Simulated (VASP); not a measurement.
# Te2Mo (P6_3/mmc) in VASP: further runs

The runs below take Te2Mo through single point, relaxation of cell and atoms, with PBE+D4, r2SCAN+rVV10.

Program: VASP 6.6.1. These are calculated values, not measurements. Logs are shortened: lines on timing, memory, paths and dates and some standing lists are left out, and cuts for length are marked.

**The experiment to reproduce.**

From “Broadband infrared study of pressure-tunable Fano resonance and metallization transition in 2H-MoTe2”, 2022, pmc:9569381, for a bulk crystal of Te2Mo at 300 K: band gap 0.88 ± 0.05 eV (indirect).

The runs below are set against these values where they give the same quantity.

## (1) The cell of the first run

It takes space group P6_3/mmc (No. 194, hexagonal). Conventional cell: a = 3.502 Å, b = 3.502 Å, c = 13.732 Å, α = 90.00°, β = 90.00°, γ = 120.00°. Te (site symmetry 3m) has 3 Mo at 2.72 Å and 10 Te at 3.50 to 3.81 Å within 3.9 Å. Within 3.6 Å of Mo (site symmetry -6m2) lie 6 Te at 2.72 Å and 6 Mo at 3.50 Å.

## (2) Single point, PBE+D4

Contents of INCAR:

```
PREC = Accurate
ENCUT = 500
EDIFF = 1E-6
ISMEAR = -1
SIGMA = 0.02
LREAL = False
LASPH = True
NELM = 120
ALGO = Normal
ISIF = 2
LWAVE = False
LCHARG = False
GGA = PE
IVDW = 13
NBANDS = 35
GGA_COMPAT = False
```

Contents of KPOINTS:

```
regular mesh
0
Gamma
  12 12 2
```

Contents of POSCAR:

```
Te2Mo
1.0
    3.5019477472      0.0000000000      0.0000000000
   -1.7509738736      3.0327757118      0.0000000000
    0.0000000000      0.0000000000     13.7318753234
Te Mo
4 2
Direct
    0.3333333333      0.6666666667      0.6177935350
    0.6666666667      0.3333333333      0.1177935350
    0.3333333333      0.6666666667      0.8822064650
    0.6666666667      0.3333333333      0.3822064650
    0.3333333333      0.6666666667      0.2500000000
    0.6666666667      0.3333333333      0.7500000000
```

Potentials or basis: VASP PAW PBE potentials, release 64 (Te, Mo_sv).

Command:

```
> cat potpaw_PBE.64/Te/POTCAR potpaw_PBE.64/Mo_sv/POTCAR > POTCAR
> mpirun -np 1 vasp_std > vasp.out
```

OUTCAR:

```text
PREC = Accurate
   ENCUT = 500
   EDIFF = 1E-6
   ISMEAR = -1
   LREAL = False
   LASPH = True
   NELM = 120
   ISIF = 2
   GGA = PE
   IVDW = 13

 ion  position               nearest neighbor table
   1  0.333  0.667  0.618-   6 2.72   6 2.72   6 2.72   3 3.63
   2  0.667  0.333  0.118-   5 2.72   5 2.72   5 2.72   4 3.63
   3  0.333  0.667  0.882-   6 2.72   6 2.72   6 2.72   1 3.63
   4  0.667  0.333  0.382-   5 2.72   5 2.72   5 2.72   2 3.63
   5  0.333  0.667  0.250-   2 2.72   4 2.72   2 2.72   4 2.72   2 2.72   4 2.72
   6  0.667  0.333  0.750-   1 2.72   3 2.72   1 2.72   3 2.72   1 2.72   3 2.72

  LATTYP: Found a hexagonal cell.
 ALAT       =     3.5019477472
 C/A-ratio  =     3.9212107989

  Lattice vectors:

 A1 = (   3.5019477472,   0.0000000000,   0.0000000000)
 A2 = (  -1.7509738736,   3.0327757118,   0.0000000000)
 A3 = (   0.0000000000,   0.0000000000,  13.7318753234)

Analysis of symmetry for initial positions (statically):
=====================================================================
 Subroutine PRICEL returns:
 Original cell was already a primitive cell.

 Routine SETGRP: Setting up the symmetry group for a
 hexagonal supercell.

 Subroutine GETGRP returns: Found 24 space group operations
 (whereof 12 operations were pure point group operations)
 out of a pool of 24 trial point group operations.

The static configuration has the point symmetry D_3d.
 The point group associated with its full space group is D_6h.

Analysis of symmetry for dynamics (positions and initial velocities):
=====================================================================
 Subroutine PRICEL returns:
 Original cell was already a primitive cell.

 Routine SETGRP: Setting up the symmetry group for a
 hexagonal supercell.

 Subroutine GETGRP returns: Found 24 space group operations
 (whereof 12 operations were pure point group operations)
 out of a pool of 24 trial point group operations.

The dynamic configuration has the point symmetry D_3d.
 The point group associated with its full space group is D_6h.

 Subroutine INISYM returns: Found 24 space group operations
 (whereof 12 operations are pure point group operations),
 and found     1 'primitive' translations

----------------------------------------------------------------------------------------

                                     Primitive cell

  volume of cell :     145.8411

  direct lattice vectors                    reciprocal lattice vectors
     3.501947747  0.000000000  0.000000000     0.285555374  0.164865472  0.000000000
    -1.750973874  3.032775712  0.000000000     0.000000000  0.329730945  0.000000000
     0.000000000  0.000000000 13.731875323     0.000000000  0.000000000  0.072823265

  length of vectors
     3.501947747  3.501947747 13.731875323     0.329730945  0.329730945  0.072823265

  position of ions in fractional coordinates (direct lattice)
     0.333333333  0.666666667  0.617793535
     0.666666667  0.333333333  0.117793535
     0.333333333  0.666666667  0.882206465
     0.666666667  0.333333333  0.382206465
     0.333333333  0.666666667  0.250000000
     0.666666667  0.333333333  0.750000000

  ion indices of the primitive-cell ions
   primitive index   ion index
                 1           1
                 2           2
                 3           3
                 4           4
                 5           5
                 6           6

----------------------------------------------------------------------------------------

 KPOINTS: regular mesh

Automatic generation of k-mesh.
 Grid dimensions read from file:
 generate k-points for:   12   12    2

 Generating k-lattice:

  Cartesian coordinates                     Fractional coordinates (reciprocal lattice)
     0.023796281  0.013738789  0.000000000     0.083333333  0.000000000  0.000000000
     0.000000000  0.027477579  0.000000000     0.000000000  0.083333333  0.000000000
     0.000000000  0.000000000  0.036411633     0.000000000  0.000000000  0.500000000

  Length of vectors
     0.027477579  0.027477579  0.036411633

  Shift w.r.t. Gamma in fractional coordinates (k-lattice)
     0.000000000  0.000000000  0.000000000

 Subroutine IBZKPT returns following result:
 ===========================================

 Found     38 irreducible k-points:

 Following reciprocal coordinates:
            Coordinates               Weight
  0.000000  0.000000  0.000000      1.000000
  0.083333 -0.000000  0.000000      6.000000
  0.166667 -0.000000  0.000000      6.000000
  0.250000 -0.000000  0.000000      6.000000
  0.333333 -0.000000  0.000000      6.000000
  0.416667  0.000000  0.000000      6.000000
[... 16 lines left out ...]
  0.250000 -0.000000  0.500000      6.000000
  0.333333 -0.000000  0.500000      6.000000
 [... further k-points ...]
   k-points           NKPTS =     38   k-points in BZ     NKDIM =     38   number of bands    NBANDS=     35
   number of dos      NEDOS =    301   number of ions     NIONS =      6
   total plane-waves  NPLWV =  78400
   dimension x,y,z NGX =    28 NGY =   28 NGZ =  100
   dimension x,y,z NGXF=    56 NGYF=   56 NGZF=  200
   ions per type =               4   2
   NGX,Y,Z   is equivalent  to a cutoff of  13.29, 13.29, 12.11 a.u.
   NGXF,Y,Z  is equivalent  to a cutoff of  26.58, 26.58, 24.21 a.u.
 SYSTEM =  unknown system
   PREC   = accura    normal or accurate (medium, high low for compatibility)
   ISTART =      0    job   : 0-new  1-cont  2-samecut
   ICHARG =      2    charge: 1-file 2-atom 10-const
   ISPIN  =      1    spin polarized calculation?
   LNONCOLLINEAR =      F non collinear calculations
   LSORBIT =      F    spin-orbit coupling
   LASPH  =      T    aspherical Exc in radial PAW
   ENCUT  =  500.0 eV  36.75 Ry    6.06 a.u.   6.38  6.38 25.04*2*pi/ulx,y,z
   NELM   =    120;   NELMIN=  2; NELMDL= -5     # of ELM steps
   EDIFF  = 0.1E-05   stopping-criterion for ELM
   LREAL  =      F    real-space projection
   EDIFFG = 0.1E-04   stopping-criterion for IOM
   NSW    =      0    number of steps for IOM
   IBRION =     -1    ionic relax: 0-MD 1-quasi-New 2-CG
   NFREE  =      0    steps in history (QN), initial steepest desc. (CG)
   ISIF   =      2    stress and relaxation
   ISYM   =      2    0-nonsym 1-usesym 2-fastsym
   POTIM  = 0.5000    time-step for ionic-motion
   TEBEG  =    0.0;   TEEND  =   0.0 temperature during run
   PSTRESS=    0.0 pullay stress
   NELECT =      52.0000    total number of electrons
   NUPDOWN=      -1.0000    fix difference up-down
   EMIN   =  10.00;   EMAX   =-10.00  energy-range for DOS
   EFERMI =   0.00;   METHOD = LEGACY
   ISMEAR =    -1;   SIGMA  =   0.02  broadening in eV -4-tet -1-fermi 0-gaus
   EFERMI_NEDOS =   21; number of points for ismear=-14 and -15
   IALGO  =     38    algorithm
   IMIX   =      4    mixing-type and parameters
     AMIX     =   0.40;   BMIX     =  1.00
     AMIX_MAG =   1.60;   BMIX_MAG =  1.00
  volume/ion in A,a.u.               =      24.31       164.03
  Fermi-wavevector in a.u.,A,eV,Ry     =   1.160868  2.193722 18.335395  1.347614
  Thomas-Fermi vector in A             =   2.297446
   LORBIT       =      0    0 simple, 1 ext, 2 COOP (PROOUT), +10 PAW based schemes
   GGA     = PE    functional components
   LHFCALC =     F    Hartree Fock is set to
   AEXX    =    0.0000 exact exchange contribution
   IVDW    =    13    specifies the selected vdW correction
   LEPSILON=     F    determine dielectric tensor
   LRPA    =     F    only Hartree local field effects (RPA)
 non-spin polarized calculation
  energy-cutoff  :      500.00
  volume of cell :      145.84
 maximum number of plane-waves:      3740
 NGX is ok and might be reduce to    28
   NGX = 13   NGY = 13   NGZ = 51

 number of electron      51.9999997 magnetization

 Free energy of the ion-electron system (eV)
  ---------------------------------------------------
  ext. energy  EPLUGINS =         0.00000000
  ---------------------------------------------------
  free energy    TOTEN  =       -35.92399509 eV

  energy without entropy =      -35.92399508  energy(sigma->0) =      -35.92399509

 E-fermi :   8.8682     XC(G=0): -10.6098

 val. band max:        8.5558324418   @ k =   0.0000   0.0000   0.0000
 cond. band min:       9.2136033761   @ k =   0.2500   0.1667   0.0000
 fundamental gap:      0.6577709343
 Fermi energy:         8.8682008240

 k-point     1 :       0.0000    0.0000    0.0000
  band No.  band energies     occupation
      1     -52.2994      2.00000
      2     -52.2994      2.00000
      3     -26.4734      2.00000
      4     -26.4734      2.00000
      5     -26.3366      2.00000
      6     -26.3366      2.00000
[... 27 lines left out ...]
     34      11.9498      0.00000
     35      14.3536      0.00000

 k-point     2 :       0.0833   -0.0000    0.0000
  band No.  band energies     occupation
      1     -52.2988      2.00000
      2     -52.2987      2.00000
      3     -26.4714      2.00000
      4     -26.4714      2.00000
      5     -26.3458      2.00000
      6     -26.3458      2.00000
[... 27 lines left out ...]
     34      11.7610      0.00000
     35      14.8079      0.00000

 k-point     3 :       0.1667   -0.0000    0.0000
  band No.  band energies     occupation
      1     -52.2969      2.00000
      2     -52.2968      2.00000
      3     -26.4659      2.00000
      4     -26.4659      2.00000
      5     -26.3709      2.00000
      6     -26.3709      2.00000
[... 27 lines left out ...]
     34      11.9629      0.00000
     35      14.9805      0.00000
[... 723 lines left out ...]
 k-point    23 :       0.2500   -0.0000    0.5000
  band No.  band energies     occupation
      1     -52.2942      2.00000
      2     -52.2942      2.00000
      3     -26.4583      2.00000
      4     -26.4583      2.00000
      5     -26.4049      2.00000
      6     -26.4049      2.00000
[... 27 lines left out ...]
     34      11.9368      0.00000
     35      14.5481      0.00000

 k-point    24 :       0.3333   -0.0000    0.5000
  band No.  band energies     occupation
      1     -52.2916      2.00000
      2     -52.2916      2.00000
      3     -26.4508      2.00000
      4     -26.4508      2.00000
      5     -26.4388      2.00000
      6     -26.4388      2.00000
[... 27 lines left out ...]
     34      12.0021      0.00000
     35      13.6522      0.00000

 [... further k-points ...]

------------------------ aborting loop because EDIFF is reached ----------------------------------------

  DFT-D4 for vdW energy calculation

  Edisp (eV):   -3.44108

  FORCE on cell =-STRESS in cart. coord.  units (eV):
  Direction    XX          YY          ZZ          XY          YZ          ZX
  --------------------------------------------------------------------------------------
  -------------------------------------------------------------------------------------
  Total      -0.04931    -0.04931     0.04369     0.00000     0.00000     0.00000
  in kB      -0.54168    -0.54168     0.47994     0.00000     0.00000     0.00000
  external pressure =       -0.20 kB  Pullay stress =        0.00 kB

 VOLUME and BASIS-vectors are now :
 -----------------------------------------------------------------------------
  energy-cutoff  :      500.00
  volume of cell :      145.84
      direct lattice vectors                 reciprocal lattice vectors
     3.501947747  0.000000000  0.000000000     0.285555374  0.164865472  0.000000000
    -1.750973874  3.032775712  0.000000000     0.000000000  0.329730945  0.000000000
     0.000000000  0.000000000 13.731875323     0.000000000  0.000000000  0.072823265

 POSITION                                       TOTAL-FORCE (eV/Angst)
 -----------------------------------------------------------------------------------
     -0.00000      2.02185      8.48346         0.000000      0.000000     -0.004984
      1.75097      1.01093      1.61753        -0.000000     -0.000000     -0.004984
     -0.00000      2.02185     12.11435        -0.000000      0.000000      0.004984
      1.75097      1.01093      5.24841         0.000000     -0.000000      0.004984
     -0.00000      2.02185      3.43297         0.000000     -0.000000     -0.000000
      1.75097      1.01093     10.29891        -0.000000      0.000000     -0.000000
 -----------------------------------------------------------------------------------
    total drift:                                0.000000     -0.000000      0.000000

  FREE ENERGIE OF THE ION-ELECTRON SYSTEM (eV)
  ---------------------------------------------------
  free  energy   TOTEN  =       -39.3650724509 eV

  energy  without entropy=      -39.3650724489  energy(sigma->0) =      -39.36507245
```

It took 3.1 min on 1 thread of Oxide Virtual Turin-like, shared host; peak memory 0.31 GiB.

Results:

- Free energy: -39.3651 eV
- Pressure: 0.0 GPa
- Largest force: 0.005 eV/Å
- Band gap on the k mesh: 0.66 eV (least direct gap 1.06 eV)
- Dispersion energy per atom: -0.574 eV

Forces in eV/Å, atoms in the order of the input:
```
Te   0.000  0.000 -0.005
Te   0.000  0.000 -0.005
Te   0.000  0.000  0.005
Te   0.000  0.000  0.005
Mo   0.000  0.000  0.000
Mo   0.000  0.000  0.000
```

Stress tensor (GPa, compression positive):
```
-0.05  0.00  0.00
 0.00 -0.05  0.00
 0.00  0.00  0.05
```

Caveat: spin-orbit coupling is left out, which moves the levels of the heavy elements.

## (3) Single point, r2SCAN+rVV10

This run uses another cell than the first one, of 25.67 Å³/atom.

Contents of POSCAR:

```
Te2Mo
1.0
    3.5421276316      0.0000000000      0.0000000000
   -1.7710638158      3.0675725125      0.0000000000
    0.0000000000      0.0000000000     14.1766431981
Te Mo
4 2
Direct
    0.3333333333      0.6666666667      0.6234149360
    0.6666666667      0.3333333333      0.1234149360
    0.3333333333      0.6666666667      0.8765850640
    0.6666666667      0.3333333333      0.3765850640
    0.3333333333      0.6666666667      0.2500000000
    0.6666666667      0.3333333333      0.7500000000
```

Contents of INCAR.step1:

```
  PREC = Accurate
  ENCUT = 550
  ISMEAR = -1
  SIGMA = 0.02
  LREAL = F
  LASPH = T
  NELM = 120
  NBANDS = 35
  GGA = PE
  ALGO = Normal
  EDIFF = 1E-5
  LWAVE = T
  LCHARG = F
  GGA_COMPAT = F
```

Contents of INCAR.step2:

```
  PREC = Accurate
  ENCUT = 550
  EDIFF = 1E-6
  ISMEAR = -1
  SIGMA = 0.02
  LREAL = F
  LASPH = T
  NELM = 120
  ALGO = Normal
  ISIF = 2
  LWAVE = F
  LCHARG = F
  METAGGA = R2SCAN
  LMIXTAU = T
  LUSE_VDW = T
  IVDW_NL = 2
  BPARAM = 11.95
  CPARAM = 0.0093
  NBANDS = 35
  ISTART = 1
  GGA_COMPAT = F
```

KPOINTS is that of step 2.

Potentials or basis: VASP PAW PBE potentials, release 64 (Te, Mo_sv).

Command:

```
> cat potpaw_PBE.64/Te/POTCAR potpaw_PBE.64/Mo_sv/POTCAR > POTCAR
> cp INCAR.step1 INCAR
> mpirun -np 1 vasp_std > vasp.out
> cp INCAR.step2 INCAR
> mpirun -np 1 vasp_std > vasp.out
```

It took 32 min on 1 thread of Oxide Virtual Turin-like, shared host; peak memory 0.69 GiB.

It converged, with:

| Property | Result |
| --- | --- |
| Free energy | -154.5111 eV |
| Pressure | 0.4 GPa |
| Largest force | 0.047 eV/Å |
| Band gap on the k mesh | 0.91 eV (least direct gap 1.09 eV) |

Forces on the atoms (eV/Å):
```
Te   0.000  0.000 -0.047
Te   0.000  0.000 -0.047
Te   0.000  0.000  0.047
Te   0.000  0.000  0.047
Mo   0.000  0.000  0.000
Mo   0.000  0.000  0.000
```

Stress tensor (GPa, compression positive):
```
0.37 0.00 0.00
0.00 0.37 0.00
0.00 0.00 0.47
```

Levels at points of the mesh, in eV from the valence-band top:
```
           k point  band 22  band 23  band 24  band 25  band 26  band 27  band 28  band 29  band 30  band 31
(0.00, 0.00, 0.00)    -1.14    -1.14    -0.99    -0.50     0.00     2.99     2.99     3.09     3.09     3.25
(0.50, 0.00, 0.00)    -1.89    -1.01    -0.97    -0.73    -0.49     1.31     1.36     1.57     1.85     2.87
(0.00, 0.00, 0.50)    -1.16    -1.16    -1.16    -0.12    -0.12     3.02     3.02     3.02     3.02     3.37
(0.50, 0.00, 0.50)    -1.98    -0.98    -0.98    -0.61    -0.61     1.33     1.33     1.72     1.72     3.28
```

Caveat: the PAW data sets were made with another functional, which shifts forces and pressure a little; spin-orbit coupling is left out, which moves the levels of the heavy elements.

(Continued in part 2 of 2.)
